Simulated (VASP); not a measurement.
Set up this calculation in VASP 6.6.1, as the native input.

```yaml
Task: band structure
Functional: r2SCAN
Potentials_or_basis: VASP PAW PBE potentials, release 64 (La)
Cutoff: 250 eV
k_mesh: 9 × 9 × 5
Occupations: methfessel-paxton, width 0.1 eV
Spin: non-collinear spin, zero start, spin-orbit coupling
Starting_moments: "[[0.0, 0.0, 0.0], [0.0, 0.0, 0.0]] μB"
Tolerance_level: screening
Purpose: bands
Route: KPOINTS_OPT
Further_INCAR_settings: ALGO = Normal; EDIFF = 1e-06; NBANDS = 52
```

The structure of La lies in POSCAR:

```
La
1.0
    3.7500000000      0.0000000000      0.0000000000
   -1.8750000000      3.2475952642      0.0000000000
    0.0000000000      0.0000000000      6.0700000000
La
2
Direct
    0.6666666667      0.3333333333      0.7500000000
    0.3333333333      0.6666666667      0.2500000000
```

The input as run:

INCAR

```
SYSTEM = La
  METAGGA = R2SCAN
  LSORBIT = .TRUE.
  MAGMOM = 0 0 0 0 0 0
  LORBIT = 11
  ISMEAR = 1
  SIGMA = 0.1
  LWAVE = .FALSE.
  LCHARG = .FALSE.
  NBANDS = 52
  PREC = Accurate
  LASPH = .TRUE.
  LREAL = .FALSE.
  ALGO = Normal
  EDIFF = 1E-6
  NELM = 200
  GGA_COMPAT = .FALSE.
  ENCUT = 250
  LMAXMIX = 6
  LMIXTAU = .TRUE.
  KPAR = 8
```

KPOINTS

```
Automatic mesh
0
Gamma
  9 9 5
  0 0 0
```

KPOINTS_OPT

```
path GMKGALHA,LM,KH
12
line-mode
reciprocal
 0.0000000000  0.0000000000  0.0000000000  G
 0.5000000000  0.0000000000  0.0000000000  M

 0.5000000000  0.0000000000  0.0000000000  M
 0.3333333333  0.3333333333  0.0000000000  K

 0.3333333333  0.3333333333  0.0000000000  K
 0.0000000000  0.0000000000  0.0000000000  G

 0.0000000000  0.0000000000  0.0000000000  G
 0.0000000000  0.0000000000  0.5000000000  A

 0.0000000000  0.0000000000  0.5000000000  A
 0.5000000000  0.0000000000  0.5000000000  L

 0.5000000000  0.0000000000  0.5000000000  L
 0.3333333333  0.3333333333  0.5000000000  H

 0.3333333333  0.3333333333  0.5000000000  H
 0.0000000000  0.0000000000  0.5000000000  A

 0.5000000000  0.0000000000  0.5000000000  L
 0.5000000000  0.0000000000  0.0000000000  M

 0.3333333333  0.3333333333  0.0000000000  K
 0.3333333333  0.3333333333  0.5000000000  H
```

Potentials or basis: VASP PAW PBE potentials, release 64 (La).

Command:

```sh
$ cat potpaw_PBE.64/La/POTCAR > POTCAR
$ mpirun -np 8 vasp_ncl > vasp.out
```

It gave:

| Item | Value |
| --- | --- |
| Net moment | 0.00 μB per cell |
| Valence electrons inside the program's atomic spheres | La 8.58 |

Run time: 6.9 min on 8 MPI ranks on Intel(R) Xeon(R) Platinum 8259CL CPU @ 2.50GHz (Skylake/Cascade Lake) (shared host), peak memory 0.33 GiB a rank.
